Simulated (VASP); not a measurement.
# Fe (P6_3/mmc) in VASP: notebook

The runs below take Fe through single point, with LDA.

All numbers are computed with VASP 6.6.1; they aren't measurements. Logs are shortened: lines on timing, memory, paths and dates and some standing lists are left out, and cuts for length are marked.

## (1) The cell of the first run

It takes space group P6_3/mmc (No. 194, hexagonal). The conventional cell has a = 2.397 Å, b = 2.397 Å, c = 7.715 Å, α = 90.00°, β = 90.00°, γ = 120.00°. Within 3.1 Å of Fe (site symmetry -3m) lie 12 Fe at 2.37 to 2.40 Å. Fe (site symmetry -6m2) has 12 Fe at 2.37 to 2.40 Å within 3.1 Å.

This isn't the form of Fe at room conditions, which is bcc.

## (2) Single point, LDA

INCAR reads:

```
  PREC = Accurate
  ENCUT = 520
  EDIFF = 1E-6
  ISMEAR = -1
  SIGMA = 0.1
  LREAL = False
  LASPH = True
  NELM = 100
  ALGO = Normal
  ISIF = 2
  LWAVE = False
  LCHARG = False
  GGA = CA
  NBANDS = 24
```

KPOINTS reads:

```
regular mesh
0
Gamma
  14 14 4
```

POSCAR reads:

```
Fe
1.0
    2.3972081792      0.0000000000      0.0000000000
   -1.1986040896      2.0760431813      0.0000000000
    0.0000000000      0.0000000000      7.7151118029
Fe
4
Direct
    1.0000000000      0.0000000000      0.0000000000
    1.0000000000      0.0000000000      0.5000000000
    0.3333333333      0.6666666667      0.2500000000
    0.6666666667      0.3333333333      0.7500000000
```

Potentials or basis: VASP PAW LDA potentials, release 64 (Fe).

Launch:

```console
$ cat potpaw_LDA.64/Fe/POTCAR > POTCAR
$ mpirun -np 1 vasp_std > vasp.out
```

OUTCAR:

```text
PREC = Accurate
   ENCUT = 520
   EDIFF = 1E-6
   ISMEAR = -1
   LREAL = False
   LASPH = True
   NELM = 100
   ISIF = 2
   GGA = CA

 ion  position               nearest neighbor table
   1  0.000  0.000  0.000-   3 2.37   4 2.37   3 2.37   4 2.37   4 2.37   3 2.37
   2  0.000  0.000  0.500-   3 2.37   4 2.37   3 2.37   4 2.37   4 2.37   3 2.37
   3  0.333  0.667  0.250-   1 2.37   2 2.37   1 2.37   2 2.37   1 2.37   2 2.37
   4  0.667  0.333  0.750-   1 2.37   2 2.37   1 2.37   2 2.37   1 2.37   2 2.37

  LATTYP: Found a hexagonal cell.
 ALAT       =     2.3972081792
 C/A-ratio  =     3.2183737190

  Lattice vectors:

 A1 = (   2.3972081792,   0.0000000000,   0.0000000000)
 A2 = (  -1.1986040896,   2.0760431813,   0.0000000000)
 A3 = (   0.0000000000,   0.0000000000,   7.7151118029)

Analysis of symmetry for initial positions (statically):
=====================================================================
 Subroutine PRICEL returns:
 Original cell was already a primitive cell.

 Routine SETGRP: Setting up the symmetry group for a
 hexagonal supercell.

 Subroutine GETGRP returns: Found 24 space group operations
 (whereof 12 operations were pure point group operations)
 out of a pool of 24 trial point group operations.

The static configuration has the point symmetry D_3d.
 The point group associated with its full space group is D_6h.

Analysis of symmetry for dynamics (positions and initial velocities):
=====================================================================
 Subroutine PRICEL returns:
 Original cell was already a primitive cell.

 Routine SETGRP: Setting up the symmetry group for a
 hexagonal supercell.

 Subroutine GETGRP returns: Found 24 space group operations
 (whereof 12 operations were pure point group operations)
 out of a pool of 24 trial point group operations.

The dynamic configuration has the point symmetry D_3d.
 The point group associated with its full space group is D_6h.

 Subroutine INISYM returns: Found 24 space group operations
 (whereof 12 operations are pure point group operations),
 and found     1 'primitive' translations

----------------------------------------------------------------------------------------

                                     Primitive cell

  volume of cell :      38.3959

  direct lattice vectors                    reciprocal lattice vectors
     2.397208179  0.000000000  0.000000000     0.417151922  0.240842775  0.000000000
    -1.198604090  2.076043181  0.000000000     0.000000000  0.481685549  0.000000000
     0.000000000  0.000000000  7.715111803     0.000000000  0.000000000  0.129615750

  length of vectors
     2.397208179  2.397208179  7.715111803     0.481685549  0.481685549  0.129615750

  position of ions in fractional coordinates (direct lattice)
     0.000000000  0.000000000  0.000000000
     0.000000000  0.000000000  0.500000000
     0.333333333  0.666666667  0.250000000
     0.666666667  0.333333333  0.750000000

  ion indices of the primitive-cell ions
   primitive index   ion index
                 1           1
                 2           2
                 3           3
                 4           4

----------------------------------------------------------------------------------------

 KPOINTS: regular mesh

Automatic generation of k-mesh.
 Grid dimensions read from file:
 generate k-points for:   14   14    4

 Generating k-lattice:

  Cartesian coordinates                     Fractional coordinates (reciprocal lattice)
     0.029796566  0.017203055  0.000000000     0.071428571  0.000000000  0.000000000
     0.000000000  0.034406111  0.000000000     0.000000000  0.071428571  0.000000000
     0.000000000  0.000000000  0.032403937     0.000000000  0.000000000  0.250000000

  Length of vectors
     0.034406111  0.034406111  0.032403937

  Shift w.r.t. Gamma in fractional coordinates (k-lattice)
     0.000000000  0.000000000  0.000000000

 Subroutine IBZKPT returns following result:
 ===========================================

 Found     72 irreducible k-points:

 Following reciprocal coordinates:
            Coordinates               Weight
  0.000000  0.000000  0.000000      1.000000
  0.071429 -0.000000  0.000000      6.000000
  0.142857  0.000000  0.000000      6.000000
  0.214286 -0.000000  0.000000      6.000000
  0.285714  0.000000  0.000000      6.000000
  0.357143 -0.000000  0.000000      6.000000
[... 16 lines left out ...]
  0.285714  0.285714  0.000000      6.000000
  0.357143  0.285714  0.000000      6.000000
 [... further k-points ...]
   k-points           NKPTS =     72   k-points in BZ     NKDIM =     72   number of bands    NBANDS=     24
   number of dos      NEDOS =    301   number of ions     NIONS =      4
   total plane-waves  NPLWV =  19440
   dimension x,y,z NGX =    18 NGY =   18 NGZ =   60
   dimension x,y,z NGXF=    36 NGYF=   36 NGZF=  120
   ions per type =               4
   NGX,Y,Z   is equivalent  to a cutoff of  12.48, 12.48, 12.93 a.u.
   NGXF,Y,Z  is equivalent  to a cutoff of  24.97, 24.97, 25.86 a.u.
 SYSTEM =  unknown system
   PREC   = accura    normal or accurate (medium, high low for compatibility)
   ISTART =      0    job   : 0-new  1-cont  2-samecut
   ICHARG =      2    charge: 1-file 2-atom 10-const
   ISPIN  =      1    spin polarized calculation?
   LNONCOLLINEAR =      F non collinear calculations
   LSORBIT =      F    spin-orbit coupling
   LASPH  =      T    aspherical Exc in radial PAW
   ENCUT  =  520.0 eV  38.22 Ry    6.18 a.u.   4.46  4.46 14.34*2*pi/ulx,y,z
   NELM   =    100;   NELMIN=  2; NELMDL= -5     # of ELM steps
   EDIFF  = 0.1E-05   stopping-criterion for ELM
   LREAL  =      F    real-space projection
   EDIFFG = 0.1E-04   stopping-criterion for IOM
   NSW    =      0    number of steps for IOM
   IBRION =     -1    ionic relax: 0-MD 1-quasi-New 2-CG
   NFREE  =      0    steps in history (QN), initial steepest desc. (CG)
   ISIF   =      2    stress and relaxation
   ISYM   =      2    0-nonsym 1-usesym 2-fastsym
   POTIM  = 0.5000    time-step for ionic-motion
   TEBEG  =    0.0;   TEEND  =   0.0 temperature during run
   PSTRESS=    0.0 pullay stress
   NELECT =      32.0000    total number of electrons
   NUPDOWN=      -1.0000    fix difference up-down
   EMIN   =  10.00;   EMAX   =-10.00  energy-range for DOS
   EFERMI =   0.00;   METHOD = LEGACY
   ISMEAR =    -1;   SIGMA  =   0.10  broadening in eV -4-tet -1-fermi 0-gaus
   EFERMI_NEDOS =   21; number of points for ismear=-14 and -15
   IALGO  =     38    algorithm
   IMIX   =      4    mixing-type and parameters
     AMIX     =   0.40;   BMIX     =  1.00
     AMIX_MAG =   1.60;   BMIX_MAG =  1.00
  volume/ion in A,a.u.               =       9.60        64.78
  Fermi-wavevector in a.u.,A,eV,Ry     =   1.540624  2.911358 32.293738  2.373523
  Thomas-Fermi vector in A             =   2.646685
   LORBIT       =      0    0 simple, 1 ext, 2 COOP (PROOUT), +10 PAW based schemes
   GGA     = CA    functional components
   LHFCALC =     F    Hartree Fock is set to
   AEXX    =    0.0000 exact exchange contribution
   IVDW    =     0    specifies the selected vdW correction
   LEPSILON=     F    determine dielectric tensor
   LRPA    =     F    only Hartree local field effects (RPA)
 non-spin polarized calculation
  energy-cutoff  :      520.00
  volume of cell :       38.40
 maximum number of plane-waves:      1067
 NGX is ok and might be reduce to    18
   NGX =  9   NGY =  9   NGZ = 29

 number of electron      31.9999986 magnetization

 Free energy of the ion-electron system (eV)
  ---------------------------------------------------
  ext. energy  EPLUGINS =         0.00000000
  ---------------------------------------------------
  free energy    TOTEN  =       -37.50227660 eV

  energy without entropy =      -37.29551717  energy(sigma->0) =      -37.39889689

 E-fermi :   7.4560     XC(G=0): -14.4237

 val. band max:        7.4536847973   @ k =   0.5000  -0.0000   0.2500
 cond. band min:       7.4675704163   @ k =   0.2857   0.1429   0.2500
 fundamental gap:      0.0138856190
 Fermi energy:         7.4559834819

 k-point     1 :       0.0000    0.0000    0.0000
  band No.  band energies     occupation
      1      -1.7351      2.00000
      2       0.7243      2.00000
      3       0.7326      2.00000
      4       2.1796      2.00000
      5       5.1381      2.00000
      6       5.1412      2.00000
[... 16 lines left out ...]
     23       8.4433      0.00010
     24       8.4433      0.00010

 k-point     2 :       0.0714   -0.0000    0.0000
  band No.  band energies     occupation
      1      -1.5334      2.00000
      2       0.8951      2.00000
      3       0.9022      2.00000
      4       2.3212      2.00000
      5       4.9469      2.00000
      6       5.0439      2.00000
[... 16 lines left out ...]
     23       8.4590      0.00009
     24       9.5699      0.00000

 k-point     3 :       0.1429    0.0000    0.0000
  band No.  band energies     occupation
      1      -0.9487      2.00000
      2       1.3617      2.00000
      3       1.3647      2.00000
      4       2.6983      2.00000
      5       4.5926      2.00000
      6       4.8122      2.00000
[... 16 lines left out ...]
     23       8.5018      0.00006
     24      11.0993      0.00000

 k-point     4 :       0.2143   -0.0000    0.0000
  band No.  band energies     occupation
      1      -0.0498      2.00000
      2       1.9431      2.00000
      3       1.9485      2.00000
      4       3.1333      2.00000
      5       4.3013      2.00000
      6       4.4730      2.00000
[... 16 lines left out ...]
     23       8.5574      0.00003
     24      12.7603      0.00000

 k-point     5 :       0.2857    0.0000    0.0000
  band No.  band energies     occupation
      1       1.0118      2.00000
      2       2.3101      2.00000
      3       2.3148      2.00000
      4       3.2728      2.00000
      5       4.0755      2.00000
      6       4.1853      2.00000
[... 16 lines left out ...]
     23       8.8654      0.00000
     24      14.5095      0.00000

 k-point     6 :       0.3571   -0.0000    0.0000
  band No.  band energies     occupation
      1       1.9037      2.00000
      2       2.2883      2.00000
      3       2.4200      2.00000
      4       3.1285      2.00000
      5       3.8068      2.00000
      6       3.9303      2.00000
[... 16 lines left out ...]
     23       9.3328      0.00000
     24      16.0987      0.00000
[... 379 lines left out ...]
 k-point    21 :       0.2857    0.2143    0.0000
  band No.  band energies     occupation
      1       2.9261      2.00000
      2       2.9510      2.00000
      3       3.3279      2.00000
      4       3.4571      2.00000
      5       3.5228      2.00000
      6       3.9154      2.00000
[... 16 lines left out ...]
     23      11.7350      0.00000
     24      16.4087      0.00000

 k-point    22 :       0.3571    0.2143    0.0000
  band No.  band energies     occupation
      1       2.8236      2.00000
      2       2.9795      2.00000
      3       3.3560      2.00000
      4       3.7059      2.00000
      5       3.8219      2.00000
      6       3.9201      2.00000
[... 16 lines left out ...]
     23      13.0449      0.00000
     24      14.3966      0.00000

 k-point    23 :       0.2857    0.2857    0.0000
  band No.  band energies     occupation
      1       3.2834      2.00000
      2       3.3065      2.00000
      3       3.3478      2.00000
      4       3.6233      2.00000
      5       3.7399      2.00000
      6       3.8907      2.00000
[... 16 lines left out ...]
     23      13.5082      0.00000
     24      16.0075      0.00000

 k-point    24 :       0.3571    0.2857    0.0000
  band No.  band energies     occupation
      1       3.2434      2.00000
      2       3.4893      2.00000
      3       3.5960      2.00000
      4       3.6943      2.00000
      5       3.8895      2.00000
      6       3.9842      2.00000
[... 16 lines left out ...]
     23      14.7628      0.00000
     24      14.8274      0.00000

 [... further k-points ...]

------------------------ aborting loop because EDIFF is reached ----------------------------------------

  FORCE on cell =-STRESS in cart. coord.  units (eV):
  Direction    XX          YY          ZZ          XY          YZ          ZX
  --------------------------------------------------------------------------------------
  -------------------------------------------------------------------------------------
  Total       -0.0523927     -0.0523927     -0.0769852     -0.0000000      0.0000000      0.0000000
  in kB       -2.1862371     -2.1862371     -3.2124305     -0.0000000      0.0000000      0.0000000
  external PRESSURE =      -2.5283016 kB  Pullay stress =       0.0000000 kB

 VOLUME and BASIS-vectors are now :
 -----------------------------------------------------------------------------
  energy-cutoff  :      520.00
  volume of cell :       38.40
      direct lattice vectors                 reciprocal lattice vectors
     2.397208179  0.000000000  0.000000000     0.417151922  0.240842775  0.000000000
    -1.198604090  2.076043181  0.000000000     0.000000000  0.481685549  0.000000000
     0.000000000  0.000000000  7.715111803     0.000000000  0.000000000  0.129615750

 POSITION                                       TOTAL-FORCE (eV/Angst)
 -----------------------------------------------------------------------------------
      0.00000      0.00000      0.00000        -0.000000      0.000000     -0.000000
      0.00000      0.00000      3.85756        -0.000000      0.000000     -0.000000
     -0.00000      1.38403      1.92878        -0.000000      0.000000     -0.000000
      1.19860      0.69201      5.78633         0.000000     -0.000000      0.000000
 -----------------------------------------------------------------------------------
    total drift:                                0.000000     -0.000000      0.000000

  FREE ENERGIE OF THE ION-ELECTRON SYSTEM (eV)
  ---------------------------------------------------
  free  energy   TOTEN  =       -37.5022766042 eV

  energy  without entropy=      -37.2955171659  energy(sigma->0) =      -37.39889689
```

It took 71 s on 1 thread of Intel Xeon 8259CL, shared host; peak memory 0.17 GiB.

What came out:

```
Free energy            : -37.5023 eV
Pressure               : -0.3 GPa
Band gap on the k mesh : zero (bands 16 and 17 overlap by 1.85 eV)
```

Stress tensor (GPa, compression positive):
```
-0.22  0.00  0.00
 0.00 -0.22  0.00
 0.00  0.00 -0.32
```

Caveat: the run has no spin polarisation, though such a crystal can be magnetic.

## (3) Single point, LDA (8.45 Å³/atom)

This run uses another cell than the first one, of 8.45 Å³/atom.

INCAR reads:

```
  ALGO = Normal
  EDIFF = 1E-6
  ENCUT = 520
  ISIF = 2
  ISMEAR = -1
  LASPH = T
  LCHARG = F
  LREAL = F
  LWAVE = F
  NBANDS = 24
  NELM = 60
  PREC = Accurate
  SIGMA = 0.1
```

KPOINTS reads:

```
k-points
0
Gamma
  17 17 5
```

POSCAR reads:

```
Fe
1.0
    2.2972061742      0.0000000000      0.0000000000
   -1.1486030871      1.9894389046      0.0000000000
    0.0000000000      0.0000000000      7.3932679784
Fe
4
Direct
    1.0000000000      0.0000000000      0.0000000000
    1.0000000000      0.0000000000      0.5000000000
    0.3333333333      0.6666666667      0.2500000000
    0.6666666667      0.3333333333      0.7500000000
```

Potentials or basis: VASP PAW LDA potentials, release 64 (Fe).

Launch:

```console
$ cat potpaw_LDA.64/Fe/POTCAR > POTCAR
$ mpirun -np 1 vasp_std > vasp.out
```

Wall time 82 s (1 thread of Intel Xeon 8259CL, shared host); peak memory 0.18 GiB.

The run converged. Its results:

| Quantity | Value |
| --- | --- |
| Free energy | -36.7610 eV |
| Pressure | 58.4 GPa |
| Band gap on the k mesh | zero (bands 16 and 17 overlap by 2.29 eV) |

Stress tensor (GPa, compression positive):
```
58.19  0.00  0.00
 0.00 58.19  0.00
 0.00  0.00 58.93
```

Levels at points of the mesh, in eV from the Fermi level:
```tsv
k point	band 13	band 14	band 15	band 16	band 17	band 18	band 19	band 20
(0.00, 0.00, 0.00)	-1.86	-1.76	-1.76	-0.62	-0.62	-0.03	-0.03	0.47
```

Caveat: the cell stands under pressure; the run has no spin polarisation, though such a crystal can be magnetic. Spin polarisation is off, so any magnetic state and its effect on volume and gap are missing.

## (4) Single point, LDA (8.83 Å³/atom)

This run uses another cell than the first one, of 8.83 Å³/atom.

INCAR reads:

```
PREC = Accurate
ENCUT = 520
EDIFF = 1E-7
ISMEAR = -1
SIGMA = 0.1
LREAL = False
LASPH = True
NELM = 60
ALGO = Normal
ISIF = 2
LWAVE = False
LCHARG = True
GGA = CA
LELF = True
LVHAR = True
NBANDS = 24
```

KPOINTS reads:

```
regular mesh
0
Gamma
  17 17 5
```

POSCAR reads:

```
Fe
1.0
    2.3314978892      0.0000000000      0.0000000000
   -1.1657489446      2.0191364009      0.0000000000
    0.0000000000      0.0000000000      7.5036315326
Fe
4
Direct
    1.0000000000      0.0000000000      0.0000000000
    1.0000000000      0.0000000000      0.5000000000
    0.3333333333      0.6666666667      0.2500000000
    0.6666666667      0.3333333333      0.7500000000
```

Launch:

```console
$ cat potpaw_LDA.64/Fe/POTCAR > POTCAR
$ mpirun -np 1 vasp_std > vasp.out
```

Run time: 100 s. Hardware: 1 thread of Intel Xeon 8259CL, shared host; peak memory 0.18 GiB.

Results (log left out):

| Item | Value |
| --- | --- |
| Free energy | -37.2012 eV |
| Pressure | 34.3 GPa |
| Band gap on the k mesh | zero (bands 16 and 17 overlap by 2.14 eV) |

Stress tensor (GPa, compression positive):
```
34.17  0.00  0.00
 0.00 34.17  0.00
 0.00  0.00 34.53
```

Levels at points of the mesh, in eV from the Fermi level:
| k point | band 12 | band 13 | band 14 | band 15 | band 16 | band 17 | band 18 | band 19 | band 20 | band 21 |
| --- | --- | --- | --- | --- | --- | --- | --- | --- | --- | --- |
| (0.00, 0.00, 0.00) | -1.74 | -1.74 | -1.65 | -1.65 | -0.58 | -0.58 | -0.02 | -0.02 | 0.44 | 0.44 |

Caveat: the cell stands under pressure; the run has no spin polarisation, though such a crystal can be magnetic. Spin polarisation is off, so any magnetic state and its effect on volume and gap are missing.

(Continued in part 2 of 2.)
